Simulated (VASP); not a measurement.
# Mo (P6_3/mmc) in VASP: notebook

Mo is run at these levels: LDA; tasks: single point.

Everything below comes from runs of VASP 6.6.1. Logs are shortened: lines on timing, memory, paths and dates and some standing lists are left out, and cuts for length are marked.

## Step 1: The cell of the first run

It takes space group P6_3/mmc (No. 194, hexagonal). The conventional cell has a = 2.697 Å, b = 2.697 Å, c = 4.751 Å, α = 90.00°, β = 90.00°, γ = 120.00°. Mo (site symmetry -6m2) has 12 Mo at 2.70 to 2.84 Å within 3.6 Å.

## Step 2: Single point, LDA

INCAR

```
ALGO     = Normal         # electronic algorithm
EDIFF    = 1E-7           # SCF threshold, eV
ENCUT    = 520            # plane-wave cutoff, eV
GGA      = CA             # functional
ISIF     = 2              # what is computed and relaxed
ISMEAR   = -1             # smearing method
LASPH    = True           # aspherical terms in the spheres
LCHARG   = False          # write CHGCAR
LREAL    = False          # projectors in reciprocal space
LWAVE    = False          # write WAVECAR
NBANDS   = 21             # bands
NELM     = 100            # most SCF steps
PREC     = Accurate       # precision mode
SIGMA    = 0.05           # smearing width, eV
```

KPOINTS

```
k-points
0
Gamma
  16 16 9
```

POSCAR

```
Mo
1.0
    2.6968014859      0.0000000000      0.0000000000
   -1.3484007429      2.3354985958      0.0000000000
    0.0000000000      0.0000000000      4.7512546419
Mo
2
Direct
    0.3333333333      0.6666666667      0.2500000000
    0.6666666667      0.3333333333      0.7500000000
```

Potentials or basis: VASP PAW LDA potentials, release 64 (Mo_sv).

On the command line:

```sh
cat potpaw_LDA.64/Mo_sv/POTCAR > POTCAR
mpirun -np 1 vasp_std > vasp.out
```

OUTCAR:

```text
EDIFF = 1E-7
   ENCUT = 520
   GGA = CA
   ISIF = 2
   ISMEAR = -1
   LASPH = True
   LREAL = False
   NELM = 100
   PREC = Accurate

 ion  position               nearest neighbor table
   1  0.333  0.667  0.250-   2 2.84   2 2.84   2 2.84   2 2.84   2 2.84   2 2.84
   2  0.667  0.333  0.750-   1 2.84   1 2.84   1 2.84   1 2.84   1 2.84   1 2.84

  LATTYP: Found a hexagonal cell.
 ALAT       =     2.6968014859
 C/A-ratio  =     1.7618110442

  Lattice vectors:

 A1 = (   2.6968014859,   0.0000000000,   0.0000000000)
 A2 = (  -1.3484007429,   2.3354985958,   0.0000000000)
 A3 = (   0.0000000000,   0.0000000000,   4.7512546419)

Analysis of symmetry for initial positions (statically):
=====================================================================
 Subroutine PRICEL returns:
 Original cell was already a primitive cell.

 Routine SETGRP: Setting up the symmetry group for a
 hexagonal supercell.

 Subroutine GETGRP returns: Found 24 space group operations
 (whereof 12 operations were pure point group operations)
 out of a pool of 24 trial point group operations.

The static configuration has the point symmetry D_3d.
 The point group associated with its full space group is D_6h.

Analysis of symmetry for dynamics (positions and initial velocities):
=====================================================================
 Subroutine PRICEL returns:
 Original cell was already a primitive cell.

 Routine SETGRP: Setting up the symmetry group for a
 hexagonal supercell.

 Subroutine GETGRP returns: Found 24 space group operations
 (whereof 12 operations were pure point group operations)
 out of a pool of 24 trial point group operations.

The dynamic configuration has the point symmetry D_3d.
 The point group associated with its full space group is D_6h.

 Subroutine INISYM returns: Found 24 space group operations
 (whereof 12 operations are pure point group operations),
 and found     1 'primitive' translations

----------------------------------------------------------------------------------------

                                     Primitive cell

  volume of cell :      29.9252
[... 73 lines left out ...]
   total plane-waves  NPLWV =  14400
   dimension x,y,z NGX =    20 NGY =   20 NGZ =   36
   dimension x,y,z NGXF=    40 NGYF=   40 NGZF=   72
   ions per type =               2
   NGX,Y,Z   is equivalent  to a cutoff of  12.33, 12.33, 12.60 a.u.
   NGXF,Y,Z  is equivalent  to a cutoff of  24.66, 24.66, 25.19 a.u.
 SYSTEM =  unknown system
   PREC   = accura    normal or accurate (medium, high low for compatibility)
   ISTART =      0    job   : 0-new  1-cont  2-samecut
   ICHARG =      2    charge: 1-file 2-atom 10-const
   ISPIN  =      1    spin polarized calculation?
   LNONCOLLINEAR =      F non collinear calculations
   LSORBIT =      F    spin-orbit coupling
   LASPH  =      T    aspherical Exc in radial PAW
   ENCUT  =  520.0 eV  38.22 Ry    6.18 a.u.   5.01  5.01  8.83*2*pi/ulx,y,z
   NELM   =    100;   NELMIN=  2; NELMDL= -5     # of ELM steps
   EDIFF  = 0.1E-06   stopping-criterion for ELM
   LREAL  =      F    real-space projection
   EDIFFG = 0.1E-05   stopping-criterion for IOM
   NSW    =      0    number of steps for IOM
   IBRION =     -1    ionic relax: 0-MD 1-quasi-New 2-CG
   NFREE  =      0    steps in history (QN), initial steepest desc. (CG)
   ISIF   =      2    stress and relaxation
   ISYM   =      2    0-nonsym 1-usesym 2-fastsym
   POTIM  = 0.5000    time-step for ionic-motion
   TEBEG  =    0.0;   TEEND  =   0.0 temperature during run
   PSTRESS=    0.0 pullay stress
   NELECT =      28.0000    total number of electrons
   NUPDOWN=      -1.0000    fix difference up-down
   EMIN   =  10.00;   EMAX   =-10.00  energy-range for DOS
   EFERMI =   0.00;   METHOD = LEGACY
   ISMEAR =    -1;   SIGMA  =   0.05  broadening in eV -4-tet -1-fermi 0-gaus
   EFERMI_NEDOS =   21; number of points for ismear=-14 and -15
   IALGO  =     38    algorithm
   IMIX   =      4    mixing-type and parameters
     AMIX     =   0.40;   BMIX     =  1.00
     AMIX_MAG =   1.60;   BMIX_MAG =  1.00
  volume/ion in A,a.u.               =      14.96       100.97
  Fermi-wavevector in a.u.,A,eV,Ry     =   1.601211  3.025850 34.883656  2.563876
  Thomas-Fermi vector in A             =   2.698225
   LORBIT       =      0    0 simple, 1 ext, 2 COOP (PROOUT), +10 PAW based schemes
   GGA     = CA    functional components
   LHFCALC =     F    Hartree Fock is set to
   AEXX    =    0.0000 exact exchange contribution
   IVDW    =     0    specifies the selected vdW correction
   LEPSILON=     F    determine dielectric tensor
   LRPA    =     F    only Hartree local field effects (RPA)
 non-spin polarized calculation
  energy-cutoff  :      520.00
  volume of cell :       29.93
 maximum number of plane-waves:       829
 NGX is ok and might be reduce to    20
   NGX =  9   NGY =  9   NGZ = 17

 number of electron      28.0000005 magnetization

 Free energy of the ion-electron system (eV)
  ---------------------------------------------------
  ext. energy  EPLUGINS =         0.00000000
  ---------------------------------------------------
  free energy    TOTEN  =       -23.36373189 eV

  energy without entropy =      -23.34452885  energy(sigma->0) =      -23.35413037

 E-fermi :  12.8717     XC(G=0): -13.8272

 val. band max:       12.8715772296   @ k =   0.1875   0.0625   0.0000
 cond. band min:      12.8839444739   @ k =   0.3125   0.1250   0.4444
 fundamental gap:      0.0123672443
 Fermi energy:        12.8716993617

 k-point     1 :       0.0000    0.0000    0.0000
  band No.  band energies     occupation
      1     -47.6289      2.00000
      2     -47.4040      2.00000
      3     -22.5265      2.00000
      4     -21.1448      2.00000
      5     -21.0103      2.00000
      6     -21.0103      2.00000
[... 565 lines left out ...]
     20      23.6241      0.00000
     21      24.5063      0.00000

 [... further k-points ...]
[... 5 lines left out ...]
  --------------------------------------------------------------------------------------
  -------------------------------------------------------------------------------------
  Total        1.4510227      1.4510227      1.4053806      0.0000000      0.0000000     -0.0000000
  in kB       77.6869167     77.6869167     75.2432646      0.0000000      0.0000000     -0.0000000
  external PRESSURE =      76.8723660 kB  Pullay stress =       0.0000000 kB

 VOLUME and BASIS-vectors are now :
 -----------------------------------------------------------------------------
  energy-cutoff  :      520.00
  volume of cell :       29.93
      direct lattice vectors                 reciprocal lattice vectors
     2.696801486  0.000000000  0.000000000     0.370809644  0.214087048  0.000000000
    -1.348400743  2.335498596  0.000000000     0.000000000  0.428174096  0.000000000
     0.000000000  0.000000000  4.751254642     0.000000000  0.000000000  0.210470723

 POSITION                                       TOTAL-FORCE (eV/Angst)
 -----------------------------------------------------------------------------------
     -0.00000      1.55700      1.18781        -0.000000      0.000000      0.000000
      1.34840      0.77850      3.56344         0.000000     -0.000000      0.000000
 -----------------------------------------------------------------------------------
    total drift:                               -0.000000      0.000000     -0.000000

  FREE ENERGIE OF THE ION-ELECTRON SYSTEM (eV)
  ---------------------------------------------------
  free  energy   TOTEN  =       -23.3637318884 eV

  energy  without entropy=      -23.3445288488  energy(sigma->0) =      -23.35413037
```

Wall time 25 s (1 thread of Intel Xeon 6975P-C (Granite Rapids), shared host); peak memory 0.18 GiB.

What came out:

```yaml
Free_energy: -23.3637 eV
Pressure: 7.7 GPa
Band_gap_on_the_k_mesh: zero (band 14 reaches 14.35 eV, above the bottom of band 15 at 12.18 eV)
```

Levels at points of the mesh, in eV from the Fermi level:
| k point | band 10 | band 11 | band 12 | band 13 | band 14 | band 15 | band 16 | band 17 | band 18 | band 19 |
| --- | --- | --- | --- | --- | --- | --- | --- | --- | --- | --- |
| (0.00, 0.00, 0.00) | -5.05 | -1.84 | -0.78 | -0.78 | -0.21 | -0.21 | 0.95 | 1.47 | 1.47 | 3.67 |
| (0.50, 0.00, 0.00) | -4.60 | -4.40 | -1.25 | -0.58 | -0.30 | -0.12 | 4.08 | 4.87 | 5.16 | 6.50 |

## Step 3: Single point, LDA

INCAR

```
SYSTEM = Mo
PREC = Accurate ; ENCUT = 520
EDIFF = 1E-6 ; ISMEAR = -1
SIGMA = 0.05 ; LREAL = .False.
LASPH = .True. ; NELM = 100
ALGO = Normal ; ISIF = 2
LWAVE = .False. ; LCHARG = .False.
GGA = CA ; NBANDS = 21
```

KPOINTS

```
Automatic mesh
0
Gamma
  16 16 9
  0 0 0
```

POSCAR

```
Mo
1.0
    2.6971073573      0.0000000000      0.0000000000
   -1.3485536786      2.3357634882      0.0000000000
    0.0000000000      0.0000000000      4.7520509890
Mo
2
Direct
    0.3333333333      0.6666666667      0.2500000000
    0.6666666667      0.3333333333      0.7500000000
```

Potentials or basis: VASP PAW LDA potentials, release 64 (Mo_sv).

On the command line:

```sh
cat potpaw_LDA.64/Mo_sv/POTCAR > POTCAR
mpirun -np 1 vasp_std > vasp.out
```

Wall time 26 s (1 thread of Intel Xeon 6975P-C (Granite Rapids), shared host); peak memory 0.17 GiB.

It converged, with:

```yaml
Free_energy: -23.3643 eV
Pressure: 7.6 GPa
Band_gap_on_the_k_mesh: zero (band 14 reaches 14.34 eV, above the bottom of band 15 at 12.17 eV)
```

Stress tensor (GPa, compression positive):
```
7.65 0.00 0.00
0.00 7.65 0.00
0.00 0.00 7.41
```

Levels at points of the mesh, in eV from the Fermi level:
```csv
k point,band 10,band 11,band 12,band 13,band 14,band 15,band 16,band 17,band 18,band 19
"(0.00, 0.00, 0.00)",-5.05,-1.84,-0.78,-0.78,-0.21,-0.21,0.95,1.47,1.47,3.67
"(0.50, 0.00, 0.00)",-4.60,-4.40,-1.25,-0.58,-0.30,-0.12,4.07,4.86,5.16,6.49
```
